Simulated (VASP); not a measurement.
Input of a VASP 6.6.1 run:

File INCAR:

```
SYSTEM = Ni
PREC = Accurate
ENCUT = 520
EDIFF = 1E-6
ISMEAR = 0
SIGMA = 0.1
LREAL = .False.
LASPH = .True.
NELM = 150
ALGO = Fast
ISIF = 2
LWAVE = .False.
LCHARG = .False.
ISPIN = 2
MAGMOM = 0.73
LORBIT = 11
LMAXMIX = 4
GGA = PS
NBANDS = 15
```

KPOINTS

```
Automatic mesh
0
Gamma
  20 20 20
  0 0 0
```

POSCAR

```
Ni
1.0
    0.0000000000      1.7266412966      1.7266412966
    1.7266412966      0.0000000000      1.7266412966
    1.7266412966      1.7266412966      0.0000000000
Ni
1
Direct
    0.0000000000      0.0000000000      0.0000000000
```

Potentials or basis: VASP PAW PBE potentials, release 64 (Ni).

Run with:

```console
$ cat potpaw_PBE.64/Ni/POTCAR > POTCAR
$ mpirun -np 1 vasp_std > vasp.out
```

Problem. What does it give for the net moment?

Solution. 0.62 μB per cell.

Problem. Predict the pressure.

Solution. 1.8 GPa.

Problem. Predict the site moments.

Solution. Ni +0.63 μB.

Caveat: the PAW data sets were made with another functional, which shifts forces and pressure a little.
